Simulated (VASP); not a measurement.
# Hf (P6_3/mmc) in VASP: a series of runs

Hf is run at these levels: PBEsol; tasks: electric field gradients.

Everything below comes from runs of VASP 6.6.1. Logs are shortened: lines on timing, memory, paths and dates and some standing lists are left out, and cuts for length are marked.

## Step 1: The cell of the first run

The structure is hexagonal, space group P6_3/mmc (No. 194). The conventional cell has a = 3.153 Å, b = 3.153 Å, c = 4.989 Å, α = 90.00°, β = 90.00°, γ = 120.00°. Hf (site symmetry -6m2) has 12 Hf at 3.09 to 3.15 Å within 4.1 Å.

## Step 2: Electric field gradients, PBEsol (volume scaled by 0.96)

The input, INCAR:

```
SYSTEM = Hf
PREC     = Accurate       ! precision mode
ENCUT    = 520            ! plane-wave cutoff, eV
EDIFF    = 1E-8           ! SCF threshold, eV
ISMEAR   = -1             ! smearing method
SIGMA    = 0.05           ! smearing width, eV
LREAL    = .FALSE.        ! projectors in reciprocal space
LASPH    = .TRUE.         ! aspherical terms in the spheres
NELM     = 100            ! most SCF steps
ALGO     = Normal         ! electronic algorithm
ISIF     = 2              ! what is computed and relaxed
LWAVE    = .FALSE.        ! write WAVECAR
LCHARG   = .FALSE.        ! write CHGCAR
GGA      = PS             ! functional
LEFG     = .TRUE.       
NBANDS   = 17             ! bands
```

The input, KPOINTS:

```
regular mesh
0
G
  13 13 7
  0 0 0
```

The input, POSCAR:

```
Hf
1.0
    3.1534945994      0.0000000000      0.0000000000
   -1.5767472997      2.7310064337      0.0000000000
    0.0000000000      0.0000000000      4.9894429718
Hf
2
Direct
    0.3333333333      0.6666666667      0.2500000000
    0.6666666667      0.3333333333      0.7500000000
```

Potentials or basis: VASP PAW PBE potentials, release 64 (Hf_pv).

On the command line:

```sh
$ cat potpaw_PBE.64/Hf_pv/POTCAR > POTCAR
$ mpirun -np 1 vasp_std > vasp.out
```

OUTCAR:

```text
SYSTEM = Hf
   PREC = Accurate
   ENCUT = 520
   EDIFF = 1E-8
   ISMEAR = -1
   LREAL = .FALSE.
   LASPH = .TRUE.
   NELM = 100
   ISIF = 2
   GGA = PS

 ion  position               nearest neighbor table
   1  0.333  0.667  0.250-   2 3.09   2 3.09   2 3.09   2 3.09   2 3.09   2 3.09
   2  0.667  0.333  0.750-   1 3.09   1 3.09   1 3.09   1 3.09   1 3.09   1 3.09

  LATTYP: Found a hexagonal cell.
 ALAT       =     3.1534945994
 C/A-ratio  =     1.5821948681

  Lattice vectors:

 A1 = (   3.1534945994,   0.0000000000,   0.0000000000)
 A2 = (  -1.5767472997,   2.7310064337,   0.0000000000)
 A3 = (   0.0000000000,   0.0000000000,   4.9894429718)

Analysis of symmetry for initial positions (statically):
=====================================================================
 Subroutine PRICEL returns:
 Original cell was already a primitive cell.

 Routine SETGRP: Setting up the symmetry group for a
 hexagonal supercell.

 Subroutine GETGRP returns: Found 24 space group operations
 (whereof 12 operations were pure point group operations)
 out of a pool of 24 trial point group operations.

The static configuration has the point symmetry D_3d.
 The point group associated with its full space group is D_6h.

Analysis of symmetry for dynamics (positions and initial velocities):
=====================================================================
 Subroutine PRICEL returns:
 Original cell was already a primitive cell.

 Routine SETGRP: Setting up the symmetry group for a
 hexagonal supercell.

 Subroutine GETGRP returns: Found 24 space group operations
 (whereof 12 operations were pure point group operations)
 out of a pool of 24 trial point group operations.

The dynamic configuration has the point symmetry D_3d.
 The point group associated with its full space group is D_6h.

 Subroutine INISYM returns: Found 24 space group operations
 (whereof 12 operations are pure point group operations),
 and found     1 'primitive' translations

----------------------------------------------------------------------------------------

                                     Primitive cell

  volume of cell :      42.9702

[... 116 lines left out ...]
   IVDW    =     0    specifies the selected vdW correction
   LEPSILON=     F    determine dielectric tensor
   LRPA    =     F    only Hartree local field effects (RPA)
 non-spin polarized calculation
  energy-cutoff  :      520.00
  volume of cell :       42.97
 maximum number of plane-waves:      1174
 NGX is ok and might be reduce to    24
   NGX = 11   NGY = 11   NGZ = 19

 number of electron      19.9999996 magnetization

 Free energy of the ion-electron system (eV)
  ---------------------------------------------------
  ext. energy  EPLUGINS =         0.00000000
  ---------------------------------------------------
  free energy    TOTEN  =       -21.01165487 eV

  energy without entropy =      -20.99807477  energy(sigma->0) =      -21.00486482

 E-fermi :   5.0461     XC(G=0): -11.5776

 val. band max:        5.0436459834   @ k =   0.0000   0.0000   0.4286
 cond. band min:       5.0483970035   @ k =   0.0769   0.0769   0.4286
 fundamental gap:      0.0047510201
 Fermi energy:         5.0461233875

 k-point     1 :       0.0000    0.0000    0.0000
  band No.  band energies     occupation
      1     -25.9643      2.00000
      2     -25.1119      2.00000
      3     -25.1119      2.00000
      4     -24.9657      2.00000
      5     -24.9657      2.00000
      6     -24.9651      2.00000
[... 457 lines left out ...]
      4     -25.1504      2.00000
      5     -25.0099      2.00000
      6     -24.9941      2.00000
[... 9 lines left out ...]
     16       7.9400      0.00000
     17      11.0488      0.00000

 [... further k-points ...]
[... 5 lines left out ...]
  --------------------------------------------------------------------------------------
  -------------------------------------------------------------------------------------
  Total        0.0861758      0.0861758      0.0886012      0.0000000      0.0000000      0.0000000
  in kB        3.2131351      3.2131351      3.3035696      0.0000000      0.0000000      0.0000000
  external PRESSURE =       3.2432799 kB  Pullay stress =       0.0000000 kB

 VOLUME and BASIS-vectors are now :
 -----------------------------------------------------------------------------
  energy-cutoff  :      520.00
  volume of cell :       42.97
      direct lattice vectors                 reciprocal lattice vectors
     3.153494599  0.000000000  0.000000000     0.317108518  0.183082688  0.000000000
    -1.576747300  2.731006434  0.000000000     0.000000000  0.366165377  0.000000000
     0.000000000  0.000000000  4.989442972     0.000000000  0.000000000  0.200423175

 POSITION                                       TOTAL-FORCE (eV/Angst)
 -----------------------------------------------------------------------------------
     -0.00000      1.82067      1.24736         0.000000      0.000000      0.000000
      1.57675      0.91034      3.74208        -0.000000     -0.000000      0.000000
 -----------------------------------------------------------------------------------
    total drift:                               -0.000000      0.000000     -0.000000

  FREE ENERGIE OF THE ION-ELECTRON SYSTEM (eV)
  ---------------------------------------------------
  free  energy   TOTEN  =       -21.0116548719 eV

  energy  without entropy=      -20.9980747743  energy(sigma->0) =      -21.00486482

 Electric field gradients (V/A^2)
---------------------------------------------------------------------
 ion       V_xx      V_yy      V_zz      V_xy      V_xz      V_yz
---------------------------------------------------------------------
   1     -45.486   -45.485    90.971     0.000     0.000    -0.000
   2     -45.486   -45.485    90.971     0.000    -0.000     0.000
---------------------------------------------------------------------

 Electric field gradients after diagonalization (V/A^2)
 (convention: |V_zz| > |V_xx| > |V_yy|)
----------------------------------------------------------------------
 ion       V_xx      V_yy      V_zz     asymmetry (V_yy - V_xx)/ V_zz
----------------------------------------------------------------------
   1     -45.486   -45.485    90.971       0.000
   2     -45.486   -45.485    90.971       0.000
----------------------------------------------------------------------

           NMR quadrupolar parameters

 Cq : quadrupolar parameter    Cq=e*Q*V_zz/h
 eta: asymmetry parameters     (V_yy - V_xx)/ V_zz
 Q  : nuclear electric quadrupole moment in mb (millibarn)
----------------------------------------------------------------------
 ion       Cq(MHz)       eta       Q (mb)
----------------------------------------------------------------------
   1       0.220       0.000       1.000
   2       0.220       0.000       1.000
----------------------------------------------------------------------
```

OSZICAR:

```text
N       E                     dE             d eps       ncg     rms          rms(c)
DAV:   1     0.497699108438E+02    0.49770E+02   -0.11318E+04  2856   0.112E+03
DAV:   2    -0.198818383162E+02   -0.69652E+02   -0.67880E+02  3698   0.251E+02
DAV:   3    -0.217462834982E+02   -0.18644E+01   -0.18483E+01  3693   0.272E+01
DAV:   4    -0.217605532584E+02   -0.14270E-01   -0.14261E-01  3579   0.285E+00
DAV:   5    -0.217606805784E+02   -0.12732E-03   -0.12730E-03  3693   0.242E-01    0.673E+01
DAV:   6    -0.212148651804E+02    0.54582E+00   -0.48323E-01  3402   0.440E+00    0.399E+01
DAV:   7    -0.210217648622E+02    0.19310E+00   -0.80215E-01  3483   0.545E+00    0.188E+00
DAV:   8    -0.210115567630E+02    0.10208E-01   -0.50329E-02  3395   0.147E+00    0.353E-01
DAV:   9    -0.210116636083E+02   -0.10685E-03   -0.11501E-03  3798   0.236E-01    0.185E-01
DAV:  10    -0.210116546883E+02    0.89200E-05   -0.55476E-05  3401   0.506E-02    0.226E-01
DAV:  11    -0.210116548379E+02   -0.14963E-06   -0.60998E-06  3729   0.167E-02    0.106E-02
DAV:  12    -0.210116549658E+02   -0.12794E-06   -0.47678E-07  3455   0.450E-03    0.609E-03
DAV:  13    -0.210116548817E+02    0.84073E-07   -0.18871E-08  2771   0.101E-03    0.730E-04
DAV:  14    -0.210116548719E+02    0.98023E-08   -0.16668E-09  1872   0.337E-04
   1 F= -.21011655E+02 E0= -.21004865E+02  d E =-.135801E-01
```

stdout:

```text
POSCAR found type information on POSCAR Hf
 POSCAR found :  1 types and       2 ions
 scaLAPACK will be used
 -----------------------------------------------------------------------------
|                                                                             |
|                                                                             |
|     You enforced a specific xc type in the INCAR file but a different       |
|     I HOPE YOU KNOW WHAT YOU ARE DOING!                                     |
|                                                                             |
 -----------------------------------------------------------------------------

 LDA part: xc-table for (Slater+PW92), standard interpolation
 POSCAR, INCAR and KPOINTS ok, starting setup
 FFT: planning ... GRIDC
 FFT: planning ... GRID_SOFT
 FFT: planning ... GRID
 WAVECAR not read
 entering main loop
ion   1

ion   2
```

It took 17 s on 1 thread of Intel Xeon 6975P-C (Granite Rapids), shared host; peak memory 0.19 GiB.

Results:

```
Free energy            : -21.0117 eV
Pressure               : 0.3 GPa
Band gap on the k mesh : zero (band 10 reaches 6.21 eV, above the bottom of band 11 at 4.67 eV)
```

Levels at points of the mesh, in eV from the Fermi level:
```
           k point  band 8  band 9  band 10  band 11  band 12  band 13
(0.00, 0.00, 0.00)   -3.85    0.81     1.17     1.17     1.46     2.03
```

Electric field gradients, principal values (V/Å²):
```csv
atom,least,middle,greatest (by size)
1 Hf,-45.485,-45.486,90.971
2 Hf,-45.485,-45.486,90.971
```

Caveat: without QUAD_EFG the Cq values of the log hold for a quadrupole moment of 1 mb, not for the nuclei; the PAW data sets were made with another functional, which shifts forces and pressure a little; spin-orbit coupling is left out, which moves the levels of the heavy elements.

## Step 3: Electric field gradients, PBEsol (volume scaled by 0.98)

The input, INCAR:

```
SYSTEM = Hf
PREC = Accurate ; ENCUT = 520
EDIFF = 1E-8 ; ISMEAR = -1
SIGMA = 0.05 ; LREAL = .False.
LASPH = .True. ; NELM = 80
ALGO = Normal ; ISIF = 2
LWAVE = .False. ; LCHARG = .False.
GGA = PS ; LEFG = .True.
NBANDS = 17
```

The input, KPOINTS:

```
regular mesh
0
Gamma
  13 13 7
  0 0 0
```

The input, POSCAR:

```
Hf
1.0
    3.1752435252      0.0000000000      0.0000000000
   -1.5876217626      2.7498415561      0.0000000000
    0.0000000000      0.0000000000      5.0238540107
Hf
2
Direct
    0.3333333333      0.6666666667      0.2500000000
    0.6666666667      0.3333333333      0.7500000000
```

Potentials or basis: VASP PAW PBE potentials, release 64 (Hf_pv).

On the command line:

```sh
$ cat potpaw_PBE.64/Hf_pv/POTCAR > POTCAR
$ mpirun -np 1 vasp_std > vasp.out
```

OUTCAR:

```text
SYSTEM = Hf
   PREC = Accurate
   ENCUT = 520
   EDIFF = 1E-8
   ISMEAR = -1
   LREAL = .False.
   LASPH = .True.
   NELM = 80
   ISIF = 2
   GGA = PS

 ion  position               nearest neighbor table
   1  0.333  0.667  0.250-   2 3.11   2 3.11   2 3.11   2 3.11   2 3.11   2 3.11
   2  0.667  0.333  0.750-   1 3.11   1 3.11   1 3.11   1 3.11   1 3.11   1 3.11

  LATTYP: Found a hexagonal cell.
 ALAT       =     3.1752435252
 C/A-ratio  =     1.5821948682

  Lattice vectors:

 A1 = (   3.1752435252,   0.0000000000,   0.0000000000)
 A2 = (  -1.5876217626,   2.7498415561,   0.0000000000)
 A3 = (   0.0000000000,   0.0000000000,   5.0238540107)

Analysis of symmetry for initial positions (statically):
=====================================================================
 Subroutine PRICEL returns:
 Original cell was already a primitive cell.

 Routine SETGRP: Setting up the symmetry group for a
 hexagonal supercell.
[... 671 lines left out ...]
  volume of cell :       43.87
      direct lattice vectors                 reciprocal lattice vectors
     3.175243525  0.000000000  0.000000000     0.314936474  0.181828658  0.000000000
    -1.587621763  2.749841556  0.000000000     0.000000000  0.363657316  0.000000000
     0.000000000  0.000000000  5.023854011     0.000000000  0.000000000  0.199050370

 POSITION                                       TOTAL-FORCE (eV/Angst)
 -----------------------------------------------------------------------------------
     -0.00000      1.83323      1.25596        -0.000000     -0.000000      0.000000
      1.58762      0.91661      3.76789         0.000000      0.000000      0.000000
 -----------------------------------------------------------------------------------
    total drift:                               -0.000000      0.000000     -0.000000

  FREE ENERGIE OF THE ION-ELECTRON SYSTEM (eV)
  ---------------------------------------------------
  free  energy   TOTEN  =       -21.0070380524 eV

  energy  without entropy=      -20.9936522755  energy(sigma->0) =      -21.00034516

 Electric field gradients (V/A^2)
---------------------------------------------------------------------
 ion       V_xx      V_yy      V_zz      V_xy      V_xz      V_yz
---------------------------------------------------------------------
   1     -43.383   -43.383    86.767     0.000     0.000    -0.000
   2     -43.383   -43.383    86.767     0.000    -0.000     0.000
---------------------------------------------------------------------

 Electric field gradients after diagonalization (V/A^2)
 (convention: |V_zz| > |V_xx| > |V_yy|)
----------------------------------------------------------------------
 ion       V_xx      V_yy      V_zz     asymmetry (V_yy - V_xx)/ V_zz
----------------------------------------------------------------------
   1     -43.384   -43.383    86.767       0.000
   2     -43.384   -43.383    86.767       0.000
----------------------------------------------------------------------

           NMR quadrupolar parameters

 Cq : quadrupolar parameter    Cq=e*Q*V_zz/h
 eta: asymmetry parameters     (V_yy - V_xx)/ V_zz
 Q  : nuclear electric quadrupole moment in mb (millibarn)
----------------------------------------------------------------------
 ion       Cq(MHz)       eta       Q (mb)
----------------------------------------------------------------------
   1       0.210       0.000       1.000
   2       0.210       0.000       1.000
----------------------------------------------------------------------
```

Run time: 18 s. Hardware: 1 thread of Intel Xeon 6975P-C (Granite Rapids), shared host; peak memory 0.19 GiB.

Results:

| Property | Result |
| --- | --- |
| Free energy | -21.0070 eV |
| Pressure | -2.0 GPa |
| Band gap on the k mesh | zero (band 10 reaches 6.07 eV, above the bottom of band 11 at 4.52 eV) |

Electric field gradients, principal values (V/Å²):
```
atom    least   middle  greatest (by size)
1 Hf  -43.383  -43.384              86.767
2 Hf  -43.383  -43.384              86.767
```

Caveat: without QUAD_EFG the Cq values of the log hold for a quadrupole moment of 1 mb, not for the nuclei; the PAW data sets were made with another functional, which shifts forces and pressure a little; spin-orbit coupling is left out, which moves the levels of the heavy elements.
